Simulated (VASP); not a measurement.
# Al2O3 (P-3m1) in VASP: further runs, part 2 of 2

VASP 6.6.1.

**4. Single point, r2SCAN (10.00 Å³/atom)**

This run uses another cell than the first one, of 10.00 Å³/atom.

POSCAR

```
Al2O3
1.0
    2.8925017014      0.0000000000      0.0000000000
   -1.4462508507      2.5049799539      0.0000000000
    0.0000000000      0.0000000000      6.9009406853
Al O
2 3
Direct
    0.3333333333      0.6666666667      0.1993408405
    0.6666666667      0.3333333333      0.8006591595
    0.0000000000      0.0000000000      0.0000000000
    0.3333333333      0.6666666667      0.7032066442
    0.6666666667      0.3333333333      0.2967933558
```

INCAR.step1

```
PREC = Accurate
ENCUT = 520
ISMEAR = 0
SIGMA = 0.01
LREAL = F
LASPH = T
NELM = 80
NBANDS = 20
GGA = PE
ALGO = Normal
EDIFF = 1E-4
LWAVE = T
LCHARG = F
```

INCAR.step2

```
PREC = Accurate
ENCUT = 520
EDIFF = 1E-6
ISMEAR = 0
SIGMA = 0.01
LREAL = F
LASPH = T
NELM = 80
ALGO = Normal
ISIF = 2
LWAVE = F
LCHARG = F
METAGGA = R2SCAN
LMIXTAU = T
NBANDS = 20
ISTART = 1
```

KPOINTS

```
Automatic mesh
0
Gamma
  9 9 4
```

Potentials or basis: VASP PAW PBE potentials, release 64 (Al, O).

The run is started by

```console
$ cat potpaw_PBE.64/Al/POTCAR potpaw_PBE.64/O/POTCAR > POTCAR
$ cp INCAR.step1 INCAR
$ mpirun -np 1 vasp_std > vasp.out
$ cp INCAR.step2 INCAR
$ mpirun -np 1 vasp_std > vasp.out
```

OUTCAR:

```text
PREC = Accurate
   ENCUT = 520
   EDIFF = 1E-6
   ISMEAR = 0
   LREAL = F
   LASPH = T
   NELM = 80
   ISIF = 2
   METAGGA = R2SCAN
   ISTART = 1

 ion  position               nearest neighbor table
   1  0.333  0.667  0.199-   5 1.80   5 1.80   5 1.80   3 2.16   3 2.16   3 2.16   2 3.22   2 3.22
                             2 3.22
   2  0.667  0.333  0.801-   4 1.80   4 1.80   4 1.80   3 2.16   3 2.16   3 2.16   1 3.22   1 3.22
                             1 3.22
   3  0.000  0.000  0.000-   1 2.16   2 2.16   1 2.16   2 2.16   2 2.16   1 2.16
   4  0.333  0.667  0.703-   2 1.80   2 1.80   2 1.80
   5  0.667  0.333  0.297-   1 1.80   1 1.80   1 1.80

  LATTYP: Found a hexagonal cell.
 ALAT       =     2.8925017014
 C/A-ratio  =     2.3858035008

  Lattice vectors:

 A1 = (   2.8925017014,   0.0000000000,   0.0000000000)
 A2 = (  -1.4462508507,   2.5049799539,   0.0000000000)
 A3 = (   0.0000000000,   0.0000000000,   6.9009406853)

Analysis of symmetry for initial positions (statically):
=====================================================================
 Subroutine PRICEL returns:
 Original cell was already a primitive cell.

 Routine SETGRP: Setting up the symmetry group for a
[... 171 lines left out ...]
  free energy    TOTEN  =       -46.94393384 eV

  energy without entropy =      -46.94393384  energy(sigma->0) =      -46.94393384

 E-fermi :   4.0939     XC(G=0): -11.1581

 val. band max:        4.0362052514   @ k =   0.1111   0.0000   0.0000
 cond. band min:       9.3745053322   @ k =   0.0000   0.0000   0.0000
 fundamental gap:      5.3383000808
 Fermi energy:         4.0939387482

 k-point     1 :       0.0000    0.0000    0.0000
  band No.  band energies     occupation
      1     -16.0902      2.00000
      2     -14.8167      2.00000
      3     -13.8312      2.00000
      4      -1.2142      2.00000
      5       1.1230      2.00000
      6       2.1058      2.00000
[... 541 lines left out ...]
     19      18.2099      0.00000
     20      19.3426      0.00000

 [... further k-points ...]
[... 5 lines left out ...]
  --------------------------------------------------------------------------------------
  -------------------------------------------------------------------------------------
  Total       -2.1611501     -2.1611501     -1.4055752     -0.0000000      0.0000000      0.0000000
  in kB      -69.2483346    -69.2483346    -45.0379392     -0.0000000      0.0000000      0.0000000
  external PRESSURE =     -61.1782028 kB  Pullay stress =       0.0000000 kB

 VOLUME and BASIS-vectors are now :
 -----------------------------------------------------------------------------
  energy-cutoff  :      520.00
  volume of cell :       50.00
      direct lattice vectors                 reciprocal lattice vectors
     2.892501701  0.000000000  0.000000000     0.345721491  0.199602396  0.000000000
    -1.446250851  2.504979954  0.000000000     0.000000000  0.399204791  0.000000000
     0.000000000  0.000000000  6.900940685     0.000000000  0.000000000  0.144907781

 POSITION                                       TOTAL-FORCE (eV/Angst)
 -----------------------------------------------------------------------------------
     -0.00000      1.66999      1.37564         0.000000      0.000000      0.135873
      1.44625      0.83499      5.52530        -0.000000      0.000000     -0.135873
      0.00000      0.00000      0.00000         0.000000      0.000000      0.000000
     -0.00000      1.66999      4.85279        -0.000000      0.000000      0.393824
      1.44625      0.83499      2.04815         0.000000     -0.000000     -0.393824
 -----------------------------------------------------------------------------------
    total drift:                                0.000000     -0.000000      0.000000

  FREE ENERGIE OF THE ION-ELECTRON SYSTEM (eV)
  ---------------------------------------------------
  free  energy   TOTEN  =       -46.9439338445 eV

  energy  without entropy=      -46.9439338445  energy(sigma->0) =      -46.94393384
```

OUTCAR.step1:

```text
PREC = Accurate
   ENCUT = 520
   ISMEAR = 0
   LREAL = F
[... 788 lines left out ...]
      1.44625      0.83499      5.52530        -0.000000     -0.000000      0.042637
      0.00000      0.00000      0.00000        -0.000000      0.000000      0.000000
     -0.00000      1.66999      4.85279         0.000000     -0.000000      0.003089
      1.44625      0.83499      2.04815        -0.000000      0.000000     -0.003089
 -----------------------------------------------------------------------------------
    total drift:                                0.000000     -0.000000      0.000000

  FREE ENERGIE OF THE ION-ELECTRON SYSTEM (eV)
  ---------------------------------------------------
  free  energy   TOTEN  =       -36.4601974750 eV

  energy  without entropy=      -36.4601974750  energy(sigma->0) =      -36.46019747
```

It took 2.9 min on 1 thread of Intel Xeon 8259CL, shared host; peak memory 0.19 GiB.

Results:

| Item | Value |
| --- | --- |
| Free energy | -46.9439 eV |
| Pressure | -6.1 GPa |
| Largest force | 0.394 eV/Å |
| Band gap on the k mesh | 5.34 eV (least direct gap 5.38 eV) |

Forces in eV/Å, atoms in the order of the input:
```
Al   0.000  0.000  0.136
Al   0.000  0.000 -0.136
O    0.000  0.000  0.000
O    0.000  0.000  0.394
O    0.000  0.000 -0.394
```

Caveat: the cell stands under tension; the PAW data sets were made with another functional, which shifts forces and pressure a little.

**5. Single point, r2SCAN (10.29 Å³/atom)**

This run uses another cell than the first one, of 10.29 Å³/atom.

POSCAR: that of step 4 with these lines changed.

```diff
@@ -2,5 +2,5 @@
 1.0
-    2.8925017014      0.0000000000      0.0000000000
-   -1.4462508507      2.5049799539      0.0000000000
-    0.0000000000      0.0000000000      6.9009406853
+    2.9203159241      0.0000000000      0.0000000000
+   -1.4601579620      2.5290677773      0.0000000000
+    0.0000000000      0.0000000000      6.9672999551
 Al O
```

INCAR.step1

```
SYSTEM = Al2O3
  PREC = Accurate
  ENCUT = 520
  ISMEAR = 0
  SIGMA = 0.01
  LREAL = .False.
  LASPH = .True.
  NELM = 80
  NBANDS = 20
  GGA = PE
  ALGO = Normal
  EDIFF = 1E-4
  LWAVE = .True.
  LCHARG = .False.
```

INCAR.step2

```
SYSTEM = Al2O3
  PREC = Accurate
  ENCUT = 520
  EDIFF = 1E-6
  ISMEAR = 0
  SIGMA = 0.01
  LREAL = .False.
  LASPH = .True.
  NELM = 80
  ALGO = Normal
  ISIF = 2
  LWAVE = .False.
  LCHARG = .False.
  METAGGA = R2SCAN
  LMIXTAU = .True.
  NBANDS = 20
  ISTART = 1
```

KPOINTS

```
regular mesh
0
Gamma
  9 9 4
  0 0 0
```

The run is started by

```console
$ cat potpaw_PBE.64/Al/POTCAR potpaw_PBE.64/O/POTCAR > POTCAR
$ cp INCAR.step1 INCAR
$ mpirun -np 1 vasp_std > vasp.out
$ cp INCAR.step2 INCAR
$ mpirun -np 1 vasp_std > vasp.out
```

Wall time 3.3 min (1 thread of Intel Xeon 8259CL, shared host); peak memory 0.19 GiB.

It converged, with:

- Free energy: -46.8665 eV
- Pressure: -11.3 GPa
- Largest force: 0.712 eV/Å
- Band gap on the k mesh: 5.07 eV (least direct gap 5.10 eV)

Forces on the atoms (eV/Å):
```
Al   0.000  0.000  0.234
Al   0.000  0.000 -0.234
O    0.000  0.000  0.000
O    0.000  0.000  0.712
O    0.000  0.000 -0.712
```

Stress tensor (GPa, compression positive):
```
-12.91   0.00   0.00
  0.00 -12.91   0.00
  0.00   0.00  -7.94
```

Levels at points of the mesh, in eV from the valence-band top:
| k point | band 8 | band 9 | band 10 | band 11 | band 12 | band 13 | band 14 | band 15 | band 16 | band 17 |
| --- | --- | --- | --- | --- | --- | --- | --- | --- | --- | --- |
| (0.00, 0.00, 0.00) | -1.61 | -1.61 | -0.95 | -0.95 | -0.03 | 5.07 | 8.24 | 8.78 | 13.37 | 14.14 |
| (0.00, 0.00, 0.50) | -1.57 | -1.57 | -1.00 | -0.96 | -0.96 | 5.78 | 7.68 | 8.68 | 13.47 | 14.54 |

Caveat: the cell stands under tension; the PAW data sets were made with another functional, which shifts forces and pressure a little. A k mesh can miss the band edges.

**6. Single point, r2SCAN**

POSCAR: that of step 5 with these lines changed.

```diff
@@ -2,5 +2,5 @@
 1.0
-    2.9203159241      0.0000000000      0.0000000000
-   -1.4601579620      2.5290677773      0.0000000000
-    0.0000000000      0.0000000000      6.9672999551
+    2.8641420153      0.0000000000      0.0000000000
+   -1.4320710077      2.4804197453      0.0000000000
+    0.0000000000      0.0000000000      6.8332800470
 Al O
```

INCAR.step1

```
SYSTEM = Al2O3
PREC     = Accurate       ! precision mode
ENCUT    = 520            ! plane-wave cutoff, eV
ISMEAR   = 0              ! smearing method
SIGMA    = 0.01           ! smearing width, eV
LREAL    = .FALSE.        ! projectors in reciprocal space
LASPH    = .TRUE.         ! aspherical terms in the spheres
NELM     = 100            ! most SCF steps
NBANDS   = 20             ! bands
GGA      = PE             ! functional
ALGO     = Normal         ! electronic algorithm
EDIFF    = 1E-4           ! SCF threshold, eV
LWAVE    = .TRUE.         ! write WAVECAR
LCHARG   = .FALSE.        ! write CHGCAR
```

INCAR.step2

```
SYSTEM = Al2O3
PREC     = Accurate       ! precision mode
ENCUT    = 520            ! plane-wave cutoff, eV
EDIFF    = 1E-6           ! SCF threshold, eV
ISMEAR   = 0              ! smearing method
SIGMA    = 0.01           ! smearing width, eV
LREAL    = .FALSE.        ! projectors in reciprocal space
LASPH    = .TRUE.         ! aspherical terms in the spheres
NELM     = 100            ! most SCF steps
ALGO     = Normal         ! electronic algorithm
ISIF     = 2              ! what is computed and relaxed
LWAVE    = .FALSE.        ! write WAVECAR
LCHARG   = .TRUE.         ! write CHGCAR
METAGGA  = R2SCAN         ! meta-GGA
LMIXTAU  = .TRUE.       
LELF     = .TRUE.         ! ELF
LVHAR    = .TRUE.       
NBANDS   = 20             ! bands
ISTART   = 1
```

KPOINTS

```
Automatic mesh
0
G
  12 12 4
  0 0 0
```

Potentials or basis: VASP PAW PBE potentials, release 64 (Al, O).

The run is started by

```console
$ cat potpaw_PBE.64/Al/POTCAR potpaw_PBE.64/O/POTCAR > POTCAR
$ cp INCAR.step1 INCAR
$ mpirun -np 1 vasp_std > vasp.out
$ cp INCAR.step2 INCAR
$ mpirun -np 1 vasp_std > vasp.out
```

OUTCAR:

```text
SYSTEM = Al2O3
   PREC = Accurate
   ENCUT = 520
   EDIFF = 1E-6
   ISMEAR = 0
   LREAL = .FALSE.
   LASPH = .TRUE.
   NELM = 100
   ISIF = 2
   METAGGA = R2SCAN
   ISTART = 1

 ion  position               nearest neighbor table
   1  0.333  0.667  0.199-   5 1.78   5 1.78   5 1.78   3 2.14   3 2.14   3 2.14   2 3.19   2 3.19
                             2 3.19
   2  0.667  0.333  0.801-   4 1.78   4 1.78   4 1.78   3 2.14   3 2.14   3 2.14   1 3.19   1 3.19
                             1 3.19
   3  0.000  0.000  0.000-   1 2.14   2 2.14   2 2.14   1 2.14   2 2.14   1 2.14
   4  0.333  0.667  0.703-   2 1.78   2 1.78   2 1.78
   5  0.667  0.333  0.297-   1 1.78   1 1.78   1 1.78

  LATTYP: Found a hexagonal cell.
 ALAT       =     2.8641420153
 C/A-ratio  =     2.3858035008

  Lattice vectors:

 A1 = (   2.8641420153,   0.0000000000,   0.0000000000)
 A2 = (  -1.4320710077,   2.4804197453,   0.0000000000)
 A3 = (   0.0000000000,   0.0000000000,   6.8332800470)

Analysis of symmetry for initial positions (statically):
=====================================================================
 Subroutine PRICEL returns:
 Original cell was already a primitive cell.

 Routine SETGRP: Setting up the symmetry group for a
 hexagonal supercell.

 Subroutine GETGRP returns: Found 12 space group operations
 (whereof 12 operations were pure point group operations)
 out of a pool of 24 trial point group operations.

The static configuration has the point symmetry D_3d.

Analysis of symmetry for dynamics (positions and initial velocities):
=====================================================================
 Subroutine PRICEL returns:
 Original cell was already a primitive cell.

 Routine SETGRP: Setting up the symmetry group for a
 hexagonal supercell.

 Subroutine GETGRP returns: Found 12 space group operations
[... 126 lines left out ...]
   IALGO  =     38    algorithm
   IMIX   =      4    mixing-type and parameters
     AMIX     =   0.40;   BMIX     =  1.00
     AMIX_MAG =   1.60;   BMIX_MAG =  1.00
  volume/ion in A,a.u.               =       9.71        65.52
  Fermi-wavevector in a.u.,A,eV,Ry     =   1.294481  2.446214 22.799016  1.675680
  Thomas-Fermi vector in A             =   2.426061
   LORBIT       =      0    0 simple, 1 ext, 2 COOP (PROOUT), +10 PAW based schemes
   METAGGA = R2SCAN    functional components
   LHFCALC =     F    Hartree Fock is set to
   AEXX    =    0.0000 exact exchange contribution
   IVDW    =     0    specifies the selected vdW correction
   LEPSILON=     F    determine dielectric tensor
   LRPA    =     F    only Hartree local field effects (RPA)
 non-spin polarized calculation
 Gauss-broadening in eV      SIGMA  =   0.01
  energy-cutoff  :      520.00
  volume of cell :       48.55
 maximum number of plane-waves:      1327
 NGX is ok and might be reduce to    24
   NGX = 11   NGY = 11   NGZ = 25

 number of electron      24.0000003 magnetization

 Free energy of the ion-electron system (eV)
  ---------------------------------------------------
  ext. energy  EPLUGINS =         0.00000000
  ---------------------------------------------------
  free energy    TOTEN  =       -46.97062851 eV

  energy without entropy =      -46.97062851  energy(sigma->0) =      -46.97062851

 E-fermi :   4.4226     XC(G=0): -11.3044

 val. band max:        4.3122180282   @ k =   0.0833   0.0833   0.0000
 cond. band min:       9.9398931364   @ k =   0.0000   0.0000   0.0000
 fundamental gap:      5.6276751082
 Fermi energy:         4.4226238564

 k-point     1 :       0.0000    0.0000    0.0000
  band No.  band energies     occupation
      1     -16.0373      2.00000
      2     -14.6660      2.00000
      3     -13.6512      2.00000
      4      -1.0605      2.00000
      5       1.3292      2.00000
      6       2.3245      2.00000
[... 541 lines left out ...]
     19      19.7844      0.00000
     20      20.1430      0.00000

 [... further k-points ...]

------------------------ aborting loop because EDIFF is reached ----------------------------------------

  FORCE on cell =-STRESS in cart. coord.  units (eV):
  Direction    XX          YY          ZZ          XY          YZ          ZX
  --------------------------------------------------------------------------------------
  -------------------------------------------------------------------------------------
  Total        0.0078802      0.0078802     -0.1494329     -0.0000000      0.0000000      0.0000000
  in kB        0.2600760      0.2600760     -4.9318276     -0.0000000      0.0000000      0.0000000
  external PRESSURE =      -1.4705586 kB  Pullay stress =       0.0000000 kB

 VOLUME and BASIS-vectors are now :
 -----------------------------------------------------------------------------
  energy-cutoff  :      520.00
  volume of cell :       48.55
      direct lattice vectors                 reciprocal lattice vectors
     2.864142015  0.000000000  0.000000000     0.349144698  0.201578786  0.000000000
    -1.432071008  2.480419745  0.000000000     0.000000000  0.403157571  0.000000000
     0.000000000  0.000000000  6.833280047     0.000000000  0.000000000  0.146342605

 POSITION                                       TOTAL-FORCE (eV/Angst)
 -----------------------------------------------------------------------------------
     -0.00000      1.65361      1.36215        -0.000000      0.000000      0.023159
      1.43207      0.82681      5.47113         0.000000     -0.000000     -0.023159
      0.00000      0.00000      0.00000         0.000000      0.000000      0.000000
     -0.00000      1.65361      4.80521        -0.000000      0.000000      0.036844
      1.43207      0.82681      2.02807         0.000000     -0.000000     -0.036844
 -----------------------------------------------------------------------------------
    total drift:                                0.000000     -0.000000      0.000000

  FREE ENERGIE OF THE ION-ELECTRON SYSTEM (eV)
  ---------------------------------------------------
  free  energy   TOTEN  =       -46.9706285100 eV

  energy  without entropy=      -46.9706285100  energy(sigma->0) =      -46.97062851
```

OSZICAR.step1:

```text
N       E                     dE             d eps       ncg     rms          rms(c)
DAV:   1     0.875816125894E+02    0.87582E+02   -0.12346E+04  2776   0.111E+03
DAV:   2    -0.360754477903E+02   -0.12366E+03   -0.12040E+03  3276   0.238E+02
DAV:   3    -0.409037396344E+02   -0.48283E+01   -0.48129E+01  3600   0.472E+01
DAV:   4    -0.409352764942E+02   -0.31537E-01   -0.31531E-01  3352   0.424E+00
DAV:   5    -0.409357088233E+02   -0.43233E-03   -0.43232E-03  3472   0.483E-01    0.129E+01
DAV:   6    -0.364379298978E+02    0.44978E+01   -0.13247E+01  2952   0.269E+01    0.450E+00
DAV:   7    -0.364327741848E+02    0.51557E-02   -0.42787E-01  3320   0.463E+00    0.249E+00
DAV:   8    -0.364228959593E+02    0.98782E-02   -0.47370E-02  3328   0.207E+00    0.734E-01
DAV:   9    -0.364253616517E+02   -0.24657E-02   -0.11855E-02  3592   0.108E+00    0.188E-01
DAV:  10    -0.364261441166E+02   -0.78246E-03   -0.21795E-03  3336   0.346E-01    0.139E-01
DAV:  11    -0.364263344010E+02   -0.19028E-03   -0.36872E-04  2956   0.206E-01    0.274E-02
DAV:  12    -0.364263488001E+02   -0.14399E-04   -0.65282E-05  2188   0.715E-02
   1 F= -.36426349E+02 E0= -.36426349E+02  d E =-.161896E-21
```

It took 5.5 min on 1 thread of Intel Xeon 8259CL, shared host; peak memory 0.2 GiB.

What came out:

```
Free energy            : -46.9706 eV
Pressure               : -0.1 GPa
Largest force          : 0.037 eV/Å
Band gap on the k mesh : 5.63 eV (least direct gap 5.67 eV)
```

Forces on the atoms (eV/Å):
```
Al   0.000  0.000  0.023
Al   0.000  0.000 -0.023
O    0.000  0.000  0.000
O    0.000  0.000  0.037
O    0.000  0.000 -0.037
```

Levels at points of the mesh, in eV from the valence-band top:
```tsv
k point	band 9	band 10	band 11	band 12	band 13	band 14	band 15	band 16
(0.00, 0.00, 0.00)	-1.64	-0.99	-0.99	-0.04	5.63	8.65	9.49	13.81
(0.50, 0.00, 0.00)	-2.26	-1.51	-1.47	-0.78	7.84	10.11	11.01	11.97
(0.00, 0.00, 0.50)	-1.59	-1.09	-1.01	-1.01	6.34	8.29	9.14	14.19
(0.50, 0.00, 0.50)	-2.37	-1.82	-1.45	-0.37	7.95	9.58	11.18	12.42
```

Caveat: the PAW data sets were made with another functional, which shifts forces and pressure a little. A k mesh can miss the band edges.

**7. The runs side by side**

```tsv
level	cell	k mesh	gap on the mesh (eV)	pressure (GPa)	largest force (eV/Å)
r2SCAN	a = 2.864, b = 2.864, c = 6.833 Å, angles 90.0, 90.0, 120.0°, 5 atoms	9 × 9 × 4	5.62	-0.1	0.04
PBE	a = 2.864, b = 2.864, c = 6.833 Å, angles 90.0, 90.0, 120.0°, 5 atoms	12 × 12 × 4	4.79	6.6	0.35
r2SCAN	a = 2.893, b = 2.893, c = 6.901 Å, angles 90.0, 90.0, 120.0°, 5 atoms	9 × 9 × 4	5.34	-6.1	0.39
r2SCAN	a = 2.920, b = 2.920, c = 6.967 Å, angles 90.0, 90.0, 120.0°, 5 atoms	9 × 9 × 4	5.07	-11.3	0.71
r2SCAN	a = 2.864, b = 2.864, c = 6.833 Å, angles 90.0, 90.0, 120.0°, 5 atoms	12 × 12 × 4	5.63	-0.1	0.04
```

Alike in all rows: task single point; potentials or basis VASP PAW PBE potentials, release 64 (Al, O); no spin polarisation; cutoff (eV) 520; smearing gaussian 0.01 eV.

On the cell as given the gap runs from 4.79 eV (PBE) to 5.63 eV (r2SCAN); the meshes differ, which moves gaps too. The pressure there spans -0.1 GPa (r2SCAN) to 6.6 GPa (PBE); a positive pressure means that this level wants a larger cell, a negative one a smaller.

Caveats: the PAW data sets were made with another functional, which shifts forces and pressure a little (at least some runs); the cell stands under tension (at least some runs); the cell stands under pressure (at least some runs).

Total energies depend on the potentials used, so only differences within one code and one set of settings carry meaning.
